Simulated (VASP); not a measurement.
# Ni (Im-3m) in VASP: a series of runs, part 2 of 2

VASP 6.6.1.

### Step 4. Single point, BLYP, collinear spin, ferromagnetic start (10.54 Å³/atom)

This run uses another cell than the first one, of 10.54 Å³/atom.

Contents of INCAR:

```
AGGAC = 1.0
AGGAX = 1.0
ALDAC = 0.0
ALDAX = 1.0
ALGO = Normal
EDIFF = 1E-6
ENCUT = 520
GGA = B5
ISIF = 2
ISMEAR = -1
ISPIN = 2
LASPH = T
LCHARG = F
LMAXMIX = 4
LORBIT = 11
LREAL = F
LWAVE = F
MAGMOM = -0.58 -0.58
NBANDS = 21
NELM = 150
PREC = Accurate
SIGMA = 0.05
```

Contents of KPOINTS:

```
k-points
0
Gamma
  12 12 12
```

Contents of POSCAR:

```
Ni
1.0
    2.7623086457      0.0000000000      0.0000000000
    0.0000000000      2.7623086457      0.0000000000
    0.0000000000      0.0000000000      2.7623086457
Ni
2
Direct
    0.0000000000      0.0000000000      0.0000000000
    0.5000000000      0.5000000000      0.5000000000
```

Potentials or basis: VASP PAW PBE potentials, release 64 (Ni).

On the command line:

```sh
$ cat potpaw_PBE.64/Ni/POTCAR > POTCAR
$ mpirun -np 1 vasp_std > vasp.out
```

OUTCAR:

```text
EDIFF = 1E-6
   ENCUT = 520
   GGA = B5
   ISIF = 2
   ISMEAR = -1
   ISPIN = 2
   LASPH = T
   LORBIT = 11
   LREAL = F
   NELM = 150
   PREC = Accurate

 ion  position               nearest neighbor table
   1  0.000  0.000  0.000-   2 2.39   2 2.39   2 2.39   2 2.39   2 2.39   2 2.39   2 2.39   2 2.39

   2  0.500  0.500  0.500-   1 2.39   1 2.39   1 2.39   1 2.39   1 2.39   1 2.39   1 2.39   1 2.39

  LATTYP: Found a simple cubic cell.
 ALAT       =     2.7623086457

  Lattice vectors:

 A1 = (   2.7623086457,   0.0000000000,   0.0000000000)
 A2 = (   0.0000000000,   2.7623086457,   0.0000000000)
 A3 = (   0.0000000000,   0.0000000000,   2.7623086457)

Analysis of symmetry for initial positions (statically):
=====================================================================
 Subroutine PRICEL returns following result:

  LATTYP: Found a body centered cubic cell.
 ALAT       =     2.7623086457
[... 12 lines left out ...]
 Subroutine GETGRP returns: Found 48 space group operations
 (whereof 48 operations were pure point group operations)
 out of a pool of 48 trial point group operations.

The static configuration has the point symmetry O_h .

Analysis of symmetry for dynamics (positions and initial velocities):
=====================================================================
 Subroutine PRICEL returns following result:

  LATTYP: Found a body centered cubic cell.
 ALAT       =     2.7623086457
[... 12 lines left out ...]
 Subroutine GETGRP returns: Found 48 space group operations
 (whereof 48 operations were pure point group operations)
 out of a pool of 48 trial point group operations.

The dynamic configuration has the point symmetry O_h .

Analysis of structural, dynamic, and magnetic symmetry:
=====================================================================
 Subroutine PRICEL returns following result:

  LATTYP: Found a body centered cubic cell.
 ALAT       =     2.7623086457
[... 12 lines left out ...]
 Subroutine GETGRP returns: Found 48 space group operations
 (whereof 48 operations were pure point group operations)
 out of a pool of 48 trial point group operations.

The overall configuration has the point symmetry O_h .

 Subroutine INISYM returns: Found 48 space group operations
 (whereof 48 operations are pure point group operations),
 and found     2 'primitive' translations

----------------------------------------------------------------------------------------

                                     Primitive cell

  volume of cell :      10.5387

  direct lattice vectors                    reciprocal lattice vectors
     1.381154323  1.381154323 -1.381154323     0.362016027  0.362016027  0.000000000
    -1.381154323  1.381154323  1.381154323    -0.000000000  0.362016027  0.362016027
     1.381154323 -1.381154323  1.381154323     0.362016027  0.000000000  0.362016027

  length of vectors
     2.392229460  2.392229460  2.392229460     0.511967975  0.511967975  0.511967975

  position of ions in fractional coordinates (direct lattice)
     0.000000000  0.000000000  0.000000000

  ion indices of the primitive-cell ions
   primitive index   ion index
                 1           1

----------------------------------------------------------------------------------------

 KPOINTS: k-points

Automatic generation of k-mesh.
 Grid dimensions read from file:
 generate k-points for:   12   12   12

 Generating k-lattice:

  Cartesian coordinates                     Fractional coordinates (reciprocal lattice)
[... 58 lines left out ...]
   ENCUT  =  520.0 eV  38.22 Ry    6.18 a.u.   5.14  5.14  5.14*2*pi/ulx,y,z
   NELM   =    150;   NELMIN=  2; NELMDL= -5     # of ELM steps
   EDIFF  = 0.1E-05   stopping-criterion for ELM
   LREAL  =      F    real-space projection
   EDIFFG = 0.1E-04   stopping-criterion for IOM
   NSW    =      0    number of steps for IOM
   IBRION =     -1    ionic relax: 0-MD 1-quasi-New 2-CG
   NFREE  =      0    steps in history (QN), initial steepest desc. (CG)
   ISIF   =      2    stress and relaxation
   ISYM   =      2    0-nonsym 1-usesym 2-fastsym
   POTIM  = 0.5000    time-step for ionic-motion
   TEBEG  =    0.0;   TEEND  =   0.0 temperature during run
   PSTRESS=    0.0 pullay stress
   NELECT =      20.0000    total number of electrons
   NUPDOWN=      -1.0000    fix difference up-down
   EMIN   =  10.00;   EMAX   =-10.00  energy-range for DOS
   EFERMI =   0.00;   METHOD = LEGACY
   ISMEAR =    -1;   SIGMA  =   0.05  broadening in eV -4-tet -1-fermi 0-gaus
   EFERMI_NEDOS =   21; number of points for ismear=-14 and -15
   IALGO  =     38    algorithm
   IMIX   =      4    mixing-type and parameters
     AMIX     =   0.40;   BMIX     =  1.00
     AMIX_MAG =   1.60;   BMIX_MAG =  1.00
  volume/ion in A,a.u.               =      10.54        71.12
  Fermi-wavevector in a.u.,A,eV,Ry     =   1.608716  3.040032 35.211417  2.587966
  Thomas-Fermi vector in A             =   2.704541
   LORBIT       =     11    0 simple, 1 ext, 2 COOP (PROOUT), +10 PAW based schemes
   GGA     = B5    functional components
   LHFCALC =     F    Hartree Fock is set to
   AEXX    =    0.0000 exact exchange contribution
   IVDW    =     0    specifies the selected vdW correction
   LEPSILON=     F    determine dielectric tensor
   LRPA    =     F    only Hartree local field effects (RPA)
 spin polarized calculation
  energy-cutoff  :      520.00
  volume of cell :       21.08
 maximum number of plane-waves:       587
 NGX is ok and might be reduce to    24
   NGX = 11   NGY = 11   NGZ = 11

 number of electron      20.0000005 magnetization      -0.9693603

 Free energy of the ion-electron system (eV)
  ---------------------------------------------------
  ext. energy  EPLUGINS =         0.00000000
  ---------------------------------------------------
  free energy    TOTEN  =        -8.95241773 eV

  energy without entropy =       -8.92930727  energy(sigma->0) =       -8.94086250

 E-fermi :  10.1456     XC(G=0): -12.8462

 val. band max:       10.1366422627   @ k =   0.4167   0.2500   0.0000
 cond. band min:      10.1459343059   @ k =   0.3333   0.3333   0.0000
 fundamental gap:      0.0092920432
 Fermi energy:        10.1456128948

 spin component 1

 k-point     1 :       0.0000    0.0000    0.0000
  band No.  band energies     occupation
      1       1.2241      1.00000
      2       6.1361      1.00000
      3       6.1361      1.00000
      4       8.4175      1.00000
      5       8.4175      1.00000
      6       8.4175      1.00000
[... 565 lines left out ...]
     20      38.4388      0.00000
     21      38.5704      0.00000

 [... further k-points ...]

 spin component 2

 k-point     1 :       0.0000    0.0000    0.0000
  band No.  band energies     occupation
      1       1.2187      1.00000
      2       5.8695      1.00000
      3       5.8695      1.00000
      4       7.8295      1.00000
      5       7.8295      1.00000
      6       7.8295      1.00000
[... 565 lines left out ...]
     20      38.3284      0.00000
     21      38.4928      0.00000

 [... further k-points ...]

------------------------ aborting loop because EDIFF is reached ----------------------------------------

  FORCE on cell =-STRESS in cart. coord.  units (eV):
  Direction    XX          YY          ZZ          XY          YZ          ZX
  --------------------------------------------------------------------------------------
  -------------------------------------------------------------------------------------
  Total        2.4486090      2.4486090      2.4486090      0.0000000      0.0000000      0.0000000
  in kB      186.1287275    186.1287275    186.1287275      0.0000000      0.0000000      0.0000000
  external PRESSURE =     186.1287275 kB  Pullay stress =       0.0000000 kB

 VOLUME and BASIS-vectors are now :
 -----------------------------------------------------------------------------
  energy-cutoff  :      520.00
  volume of cell :       21.08
      direct lattice vectors                 reciprocal lattice vectors
     2.762308646  0.000000000  0.000000000     0.362016027  0.000000000  0.000000000
     0.000000000  2.762308646  0.000000000     0.000000000  0.362016027  0.000000000
     0.000000000  0.000000000  2.762308646     0.000000000  0.000000000  0.362016027

 POSITION                                       TOTAL-FORCE (eV/Angst)
 -----------------------------------------------------------------------------------
      0.00000      0.00000      0.00000        -0.000000     -0.000000     -0.000000
      1.38115      1.38115      1.38115         0.000000      0.000000      0.000000
 -----------------------------------------------------------------------------------
    total drift:                                0.000000      0.000000     -0.000000

  FREE ENERGIE OF THE ION-ELECTRON SYSTEM (eV)
  ---------------------------------------------------
  free  energy   TOTEN  =        -8.9524177275 eV

  energy  without entropy=       -8.9293072666  energy(sigma->0) =       -8.94086250

 total charge

# of ion       s       p       d       tot
------------------------------------------
    1        0.507   0.501   8.406   9.414
    2        0.507   0.501   8.406   9.414
--------------------------------------------------
tot          1.014   1.002  16.812  18.828

 magnetization (x)

# of ion       s       p       d       tot
------------------------------------------
    1        0.004   0.014  -0.507  -0.488
    2        0.004   0.014  -0.507  -0.488
--------------------------------------------------
tot          0.009   0.028  -1.014  -0.976
```

OSZICAR:

```text
N       E                     dE             d eps       ncg     rms          rms(c)
DAV:   1     0.996781000625E+02    0.99678E+02   -0.84388E+03  7680   0.131E+03
DAV:   2    -0.468861124937E+01   -0.10437E+03   -0.96675E+02  7186   0.237E+02
DAV:   3    -0.105530517598E+02   -0.58644E+01   -0.56561E+01  8001   0.639E+01
DAV:   4    -0.106339171429E+02   -0.80865E-01   -0.80767E-01  8151   0.693E+00
DAV:   5    -0.106363468923E+02   -0.24297E-02   -0.24296E-02  8216   0.120E+00    0.131E+01
DAV:   6    -0.946561114901E+01    0.11707E+01   -0.59129E+00  8422   0.501E+01    0.710E+00
DAV:   7    -0.898632914713E+01    0.47928E+00   -0.12368E+00  8369   0.204E+01    0.268E+00
DAV:   8    -0.895606027615E+01    0.30269E-01   -0.10904E-02 10274   0.133E+00    0.113E+00
DAV:   9    -0.895315457970E+01    0.29057E-02   -0.67508E-04  9666   0.287E-01    0.342E-01
DAV:  10    -0.895241692972E+01    0.73765E-03   -0.12336E-04 10288   0.149E-01    0.379E-02
DAV:  11    -0.895241864594E+01   -0.17162E-05   -0.16284E-05  8523   0.361E-02    0.219E-02
DAV:  12    -0.895241772752E+01    0.91842E-06   -0.27463E-06  8639   0.177E-02
   1 F= -.89524177E+01 E0= -.89408625E+01  d E =-.231105E-01  mag=    -0.9697
```

stdout:

```text
POSCAR found type information on POSCAR Ni
 POSCAR found :  1 types and       2 ions
 scaLAPACK will be used
 -----------------------------------------------------------------------------
|                                                                             |
|                                                                             |
|     You enforced a specific xc type in the INCAR file but a different       |
|     I HOPE YOU KNOW WHAT YOU ARE DOING!                                     |
|                                                                             |
 -----------------------------------------------------------------------------

 LDA part: xc-table for (Slater(with rela. corr.)+VWN5), standard interpolation
 POSCAR, INCAR and KPOINTS ok, starting setup
 FFT: planning ... GRIDC
 FFT: planning ... GRID_SOFT
 FFT: planning ... GRID
 WAVECAR not read
 entering main loop
```

Wall time 28 s (1 thread of Intel Xeon 6975P-C (Granite Rapids), shared host); peak memory 0.18 GiB.

What came out:

- Free energy: -8.9524 eV
- Pressure: 18.6 GPa
- Net moment: -0.97 μB per cell
- Site moments: Ni -0.49 μB
- Valence electrons inside the program's atomic spheres: Ni 9.41

Levels at points of the mesh, in eV from the Fermi level:
Spin up:
| k point | band 6 | band 7 | band 8 | band 9 | band 10 | band 11 | band 12 | band 13 | band 14 | band 15 |
| --- | --- | --- | --- | --- | --- | --- | --- | --- | --- | --- |
| (0.00, 0.00, 0.00) | -1.73 | -0.45 | -0.45 | 0.49 | 0.49 | 0.49 | 10.14 | 10.14 | 10.14 | 16.48 |
| (0.50, 0.00, 0.00) | -1.34 | -1.34 | -1.34 | -0.63 | -0.63 | 0.53 | 0.53 | 17.49 | 17.49 | 17.49 |
| (0.50, 0.50, 0.00) | -0.46 | -0.28 | -0.28 | 0.47 | 0.47 | 0.74 | 0.74 | 7.14 | 7.14 | 19.62 |
| (0.50, 0.50, 0.50) | -2.72 | -0.25 | -0.25 | -0.25 | -0.25 | 8.83 | 8.83 | 8.83 | 8.83 | 8.83 |
Spin down:
| k point | band 6 | band 7 | band 8 | band 9 | band 10 | band 11 | band 12 | band 13 | band 14 | band 15 |
| --- | --- | --- | --- | --- | --- | --- | --- | --- | --- | --- |
| (0.00, 0.00, 0.00) | -2.32 | -0.84 | -0.84 | -0.18 | -0.18 | -0.18 | 10.09 | 10.09 | 10.09 | 16.38 |
| (0.50, 0.00, 0.00) | -1.92 | -1.92 | -1.92 | -1.26 | -1.26 | 0.19 | 0.19 | 17.35 | 17.35 | 17.35 |
| (0.50, 0.50, 0.00) | -0.92 | -0.68 | -0.68 | 0.06 | 0.06 | 0.48 | 0.48 | 6.83 | 6.83 | 19.66 |
| (0.50, 0.50, 0.50) | -3.17 | -0.65 | -0.65 | -0.65 | -0.65 | 8.62 | 8.62 | 8.62 | 8.62 | 8.62 |

Caveat: the cell stands under pressure; the PAW data sets were made with another functional, which shifts forces and pressure a little.

### Step 5. Summary

```tsv
spin	cell	k mesh	gap on the mesh (eV)	pressure (GPa)	moment (μB)
collinear, antiferromagnetic start	a = 2.840 Å, 2 atoms	11 × 11 × 11	none	0.1	0.00
collinear, ferromagnetic start	a = 2.722 Å, 2 atoms	12 × 12 × 12	none	30.8	0.89
collinear, ferromagnetic start	a = 2.762 Å, 2 atoms	12 × 12 × 12	none	18.6	0.97
```

Alike in all rows: task single point; level BLYP; potentials or basis VASP PAW PBE potentials, release 64 (Ni); cutoff (eV) 520; smearing fermi-dirac 0.05 eV.

Caveats: the PAW data sets were made with another functional, which shifts forces and pressure a little; the cell stands under pressure (at least some runs); the moments typed at the start vanished in this run (at least some runs).

Total energies depend on the potentials used, so only differences within one code and one set of settings carry meaning.
